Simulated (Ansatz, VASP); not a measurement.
## CdS in VASP and in Ansatz

```
CELL_PARAMETERS angstrom
0.00000 2.91650 2.91650
2.91650 0.00000 2.91650
2.91650 2.91650 0.00000
ATOMIC_POSITIONS crystal
Cd 0.00000 0.00000 0.00000
S 0.25000 0.25000 0.25000
```

Alike in both runs: task single point; functional LDA; k mesh 6 × 6 × 6; no spin polarisation.

```csv
,VASP,Ansatz
version,VASP 6.6.1,Ansatz 0.2.0
potentials or method,"VASP PAW LDA potentials, release 64 (Cd, S)","plane waves, PAW"
plane-wave cutoff (eV),500,420
occupations,"gaussian, width 0.01 eV",fixed
valence electrons in the cell,18,26
```

```tsv
	VASP	Ansatz	Ansatz less VASP
gap on the k mesh at the Fermi level (eV)	0.89	0.86	-0.028
pressure (GPa)	-2.0	-2.5	-0.46
```

LDA's correlation is that of Perdew and Zunger in VASP and of Perdew and Wang (1992) in Ansatz. VASP's potentials hold 18 valence electrons a cell and Ansatz's 26, so a difference there can come from the potentials and not from the codes.
